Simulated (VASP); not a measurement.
# CaSe (Fm-3m) in VASP: single point with PBE+D3(BJ)

Aim: the single point of CaSe with PBE+D3(BJ).

Everything below comes from runs of VASP 6.6.1. Logs are shortened: lines on timing, memory, paths and dates and some standing lists are left out, and cuts for length are marked.

## (1) The cell of the first run

The structure is cubic, space group Fm-3m (No. 225). The conventional cell has a = 5.869 Å, b = 5.869 Å, c = 5.869 Å, α = 90.00°, β = 90.00°, γ = 90.00°. Within 3.9 Å of Ca (site symmetry m-3m) lie 6 Se at 2.93 Å. Within 3.9 Å of Se (site symmetry m-3m) lie 6 Ca at 2.93 Å.

## (2) Single point, PBE+D3(BJ)

INCAR reads:

```
PREC = Accurate
ENCUT = 500
EDIFF = 1E-6
ISMEAR = 0
SIGMA = 0.02
LREAL = F
LASPH = T
NELM = 120
ALGO = Normal
ISIF = 2
LWAVE = F
LCHARG = F
GGA = PE
IVDW = 12
NBANDS = 15
GGA_COMPAT = F
```

KPOINTS reads:

```
regular mesh
0
Gamma
  8 8 8
```

POSCAR reads:

```
CaSe
1.0
    0.0000000000      2.9346246260      2.9346246260
    2.9346246260      0.0000000000      2.9346246260
    2.9346246260      2.9346246260      0.0000000000
Ca Se
1 1
Direct
    0.0000000000      0.0000000000      0.0000000000
    0.5000000000      0.5000000000      0.5000000000
```

Potentials or basis: VASP PAW PBE potentials, release 64 (Ca_sv, Se).

Command:

```sh
$ cat potpaw_PBE.64/Ca_sv/POTCAR potpaw_PBE.64/Se/POTCAR > POTCAR
$ mpirun -np 1 vasp_std > vasp.out
```

OUTCAR:

```text
PREC = Accurate
   ENCUT = 500
   EDIFF = 1E-6
   ISMEAR = 0
   LREAL = F
   LASPH = T
   NELM = 120
   ISIF = 2
   GGA = PE
   IVDW = 12
 IVDW          = 12

 ion  position               nearest neighbor table
   1  0.000  0.000  0.000-   2 2.93   2 2.93   2 2.93   2 2.93   2 2.93   2 2.93
   2  0.500  0.500  0.500-   1 2.93   1 2.93   1 2.93   1 2.93   1 2.93   1 2.93

  LATTYP: Found a face centered cubic cell.
 ALAT       =     5.8692492520

  Lattice vectors:

 A1 = (   0.0000000000,   2.9346246260,   2.9346246260)
 A2 = (   2.9346246260,   0.0000000000,   2.9346246260)
 A3 = (   2.9346246260,   2.9346246260,   0.0000000000)

Analysis of symmetry for initial positions (statically):
=====================================================================
 Subroutine PRICEL returns:
 Original cell was already a primitive cell.

 Routine SETGRP: Setting up the symmetry group for a
 face centered cubic supercell.

 Subroutine GETGRP returns: Found 48 space group operations
 (whereof 48 operations were pure point group operations)
 out of a pool of 48 trial point group operations.

The static configuration has the point symmetry O_h .

Analysis of symmetry for dynamics (positions and initial velocities):
=====================================================================
 Subroutine PRICEL returns:
 Original cell was already a primitive cell.

 Routine SETGRP: Setting up the symmetry group for a
 face centered cubic supercell.

 Subroutine GETGRP returns: Found 48 space group operations
 (whereof 48 operations were pure point group operations)
 out of a pool of 48 trial point group operations.

The dynamic configuration has the point symmetry O_h .

 Subroutine INISYM returns: Found 48 space group operations
 (whereof 48 operations are pure point group operations),
 and found     1 'primitive' translations

----------------------------------------------------------------------------------------

                                     Primitive cell

  volume of cell :      50.5461

  direct lattice vectors                    reciprocal lattice vectors
     0.000000000  2.934624626  2.934624626    -0.170379542  0.170379542  0.170379542
     2.934624626  0.000000000  2.934624626     0.170379542 -0.170379542  0.170379542
     2.934624626  2.934624626  0.000000000     0.170379542  0.170379542 -0.170379542

  length of vectors
     4.150185947  4.150185947  4.150185947     0.295106023  0.295106023  0.295106023

  position of ions in fractional coordinates (direct lattice)
     0.000000000  0.000000000  0.000000000
     0.500000000  0.500000000  0.500000000

  ion indices of the primitive-cell ions
   primitive index   ion index
                 1           1
                 2           2

----------------------------------------------------------------------------------------

 KPOINTS: regular mesh

Automatic generation of k-mesh.
 Grid dimensions read from file:
 generate k-points for:    8    8    8

 Generating k-lattice:

  Cartesian coordinates                     Fractional coordinates (reciprocal lattice)
    -0.021297443  0.021297443  0.021297443     0.125000000  0.000000000  0.000000000
     0.021297443 -0.021297443  0.021297443     0.000000000  0.125000000  0.000000000
     0.021297443  0.021297443 -0.021297443     0.000000000  0.000000000  0.125000000

  Length of vectors
     0.036888253  0.036888253  0.036888253

  Shift w.r.t. Gamma in fractional coordinates (k-lattice)
     0.000000000  0.000000000  0.000000000

 Subroutine IBZKPT returns following result:
 ===========================================

 Found     29 irreducible k-points:

 Following reciprocal coordinates:
            Coordinates               Weight
  0.000000  0.000000  0.000000      1.000000
  0.125000  0.000000  0.000000      8.000000
  0.250000  0.000000  0.000000      8.000000
  0.375000  0.000000  0.000000      8.000000
  0.500000  0.000000  0.000000      4.000000
  0.125000  0.125000  0.000000      6.000000
[... 16 lines left out ...]
  0.500000  0.250000  0.125000     48.000000
 -0.375000  0.250000  0.125000     24.000000
 [... further k-points ...]
   k-points           NKPTS =     29   k-points in BZ     NKDIM =     29   number of bands    NBANDS=     15
   number of dos      NEDOS =    301   number of ions     NIONS =      2
   total plane-waves  NPLWV =  27000
   dimension x,y,z NGX =    30 NGY =   30 NGZ =   30
   dimension x,y,z NGXF=    60 NGYF=   60 NGZF=   60
   ions per type =               1   1
   NGX,Y,Z   is equivalent  to a cutoff of  12.02, 12.02, 12.02 a.u.
   NGXF,Y,Z  is equivalent  to a cutoff of  24.03, 24.03, 24.03 a.u.
 SYSTEM =  unknown system
   PREC   = accura    normal or accurate (medium, high low for compatibility)
   ISTART =      0    job   : 0-new  1-cont  2-samecut
   ICHARG =      2    charge: 1-file 2-atom 10-const
   ISPIN  =      1    spin polarized calculation?
   LNONCOLLINEAR =      F non collinear calculations
   LSORBIT =      F    spin-orbit coupling
   LASPH  =      T    aspherical Exc in radial PAW
   ENCUT  =  500.0 eV  36.75 Ry    6.06 a.u.   7.57  7.57  7.57*2*pi/ulx,y,z
   NELM   =    120;   NELMIN=  2; NELMDL= -5     # of ELM steps
   EDIFF  = 0.1E-05   stopping-criterion for ELM
   LREAL  =      F    real-space projection
   EDIFFG = 0.1E-04   stopping-criterion for IOM
   NSW    =      0    number of steps for IOM
   IBRION =     -1    ionic relax: 0-MD 1-quasi-New 2-CG
   NFREE  =      0    steps in history (QN), initial steepest desc. (CG)
   ISIF   =      2    stress and relaxation
   ISYM   =      2    0-nonsym 1-usesym 2-fastsym
   POTIM  = 0.5000    time-step for ionic-motion
   TEBEG  =    0.0;   TEEND  =   0.0 temperature during run
   PSTRESS=    0.0 pullay stress
   NELECT =      16.0000    total number of electrons
   NUPDOWN=      -1.0000    fix difference up-down
   EMIN   =  10.00;   EMAX   =-10.00  energy-range for DOS
   EFERMI =   0.00;   METHOD = LEGACY
   ISMEAR =     0;   SIGMA  =   0.02  broadening in eV -4-tet -1-fermi 0-gaus
   EFERMI_NEDOS =   21; number of points for ismear=-14 and -15
   IALGO  =     38    algorithm
   IMIX   =      4    mixing-type and parameters
     AMIX     =   0.40;   BMIX     =  1.00
     AMIX_MAG =   1.60;   BMIX_MAG =  1.00
  volume/ion in A,a.u.               =      25.27       170.55
  Fermi-wavevector in a.u.,A,eV,Ry     =   1.115712  2.108391 16.936726  1.244814
  Thomas-Fermi vector in A             =   2.252320
   LORBIT       =      0    0 simple, 1 ext, 2 COOP (PROOUT), +10 PAW based schemes
   GGA     = PE    functional components
   LHFCALC =     F    Hartree Fock is set to
   AEXX    =    0.0000 exact exchange contribution
   IVDW    =    12    specifies the selected vdW correction
   LEPSILON=     F    determine dielectric tensor
   LRPA    =     F    only Hartree local field effects (RPA)
 non-spin polarized calculation
 Gauss-broadening in eV      SIGMA  =   0.02
  energy-cutoff  :      500.00
  volume of cell :       50.55
 maximum number of plane-waves:      1304
   NGX = 15   NGY = 15   NGZ = 15

 number of electron      15.9999995 magnetization

 Free energy of the ion-electron system (eV)
  ---------------------------------------------------
  ext. energy  EPLUGINS =         0.00000000
  ---------------------------------------------------
  free energy    TOTEN  =        -9.46610963 eV

  energy without entropy =       -9.46610963  energy(sigma->0) =       -9.46610963

 E-fermi :   2.8147     XC(G=0):  -9.2548

 val. band max:        2.6110214189   @ k =   0.0000   0.0000   0.0000
 cond. band min:       4.5767495829   @ k =   0.5000   0.5000   0.0000
 fundamental gap:      1.9657281640
 Fermi energy:         2.8147218820

 k-point     1 :       0.0000    0.0000    0.0000
  band No.  band energies     occupation
      1     -37.0676      2.00000
      2     -18.0658      2.00000
      3     -18.0658      2.00000
      4     -18.0658      2.00000
      5      -9.2711      2.00000
      6       2.6110      2.00000
      7       2.6110      2.00000
      8       2.6110      2.00000
      9       6.0804      0.00000
     10       6.3079      0.00000
     11       6.3079      0.00000
     12       6.3079      0.00000
     13       6.9003      0.00000
     14       6.9003      0.00000
     15      12.3560      0.00000

 k-point     2 :       0.1250    0.0000    0.0000
  band No.  band energies     occupation
      1     -37.0665      2.00000
      2     -18.0851      2.00000
      3     -18.0671      2.00000
      4     -18.0671      2.00000
      5      -9.1723      2.00000
      6       1.8269      2.00000
      7       2.3585      2.00000
      8       2.3585      2.00000
      9       6.2485      0.00000
     10       6.5269      0.00000
     11       6.5269      0.00000
     12       7.0371      0.00000
     13       7.3238      0.00000
     14       7.3238      0.00000
     15      12.5587      0.00000

 k-point     3 :       0.2500    0.0000    0.0000
  band No.  band energies     occupation
      1     -37.0637      2.00000
      2     -18.1309      2.00000
      3     -18.0701      2.00000
      4     -18.0701      2.00000
      5      -8.9214      2.00000
      6       0.5573      2.00000
      7       1.8774      2.00000
      8       1.8774      2.00000
      9       6.3543      0.00000
     10       7.0610      0.00000
     11       7.0610      0.00000
     12       8.3556      0.00000
     13       8.3556      0.00000
     14       8.4816      0.00000
     15      12.1434      0.00000
[... 343 lines left out ...]
 k-point    23 :       0.5000    0.2500    0.1250
  band No.  band energies     occupation
      1     -37.0595      2.00000
      2     -18.1600      2.00000
      3     -18.1003      2.00000
      4     -18.0809      2.00000
      5      -8.6211      2.00000
      6      -0.1514      2.00000
      7       1.1287      2.00000
      8       1.4199      2.00000
      9       6.5020      0.00000
     10       7.8825      0.00000
     11       8.1805      0.00000
     12       8.3470      0.00000
     13       8.8356      0.00000
     14      10.4882      0.00000
     15      10.8098      0.00000

 k-point    24 :      -0.3750    0.2500    0.1250
  band No.  band energies     occupation
      1     -37.0586      2.00000
      2     -18.1697      2.00000
      3     -18.1022      2.00000
      4     -18.0844      2.00000
      5      -8.5463      2.00000
      6      -0.2967      2.00000
      7       0.9297      2.00000
      8       1.3270      2.00000
      9       7.1151      0.00000
     10       7.4030      0.00000
     11       8.4019      0.00000
     12       8.7090      0.00000
     13       9.0521      0.00000
     14       9.9404      0.00000
     15      11.3946      0.00000

 [... further k-points ...]

------------------------ aborting loop because EDIFF is reached ----------------------------------------

 Edisp (eV)   -0.72417

 E8    (eV) :    -0.3331

  FORCE on cell =-STRESS in cart. coord.  units (eV):
  Direction    XX          YY          ZZ          XY          YZ          ZX
  --------------------------------------------------------------------------------------
  -------------------------------------------------------------------------------------
  Total       0.06075     0.06075     0.06075     0.00000     0.00000     0.00000
  in kB       1.92568     1.92568     1.92568     0.00000     0.00000     0.00000
  external pressure =        1.93 kB  Pullay stress =        0.00 kB

 VOLUME and BASIS-vectors are now :
 -----------------------------------------------------------------------------
  energy-cutoff  :      500.00
  volume of cell :       50.55
      direct lattice vectors                 reciprocal lattice vectors
     0.000000000  2.934624626  2.934624626    -0.170379542  0.170379542  0.170379542
     2.934624626  0.000000000  2.934624626     0.170379542 -0.170379542  0.170379542
     2.934624626  2.934624626  0.000000000     0.170379542  0.170379542 -0.170379542

 POSITION                                       TOTAL-FORCE (eV/Angst)
 -----------------------------------------------------------------------------------
      0.00000      0.00000      0.00000         0.000000     -0.000000     -0.000000
      2.93462      2.93462      2.93462        -0.000000      0.000000      0.000000
 -----------------------------------------------------------------------------------
    total drift:                               -0.000000      0.000000      0.000000

  FREE ENERGIE OF THE ION-ELECTRON SYSTEM (eV)
  ---------------------------------------------------
  free  energy   TOTEN  =       -10.1902817096 eV

  energy  without entropy=      -10.1902817096  energy(sigma->0) =      -10.19028171
```

It took 40 s on 1 thread of Intel Xeon 8259CL, shared host; peak memory 0.18 GiB.

What came out:

```
Free energy                : -10.1903 eV
Pressure                   : 0.2 GPa
Band gap on the k mesh     : 1.97 eV (least direct gap 2.92 eV)
Dispersion energy per atom : -0.362 eV
```

A k mesh can miss the band edges.
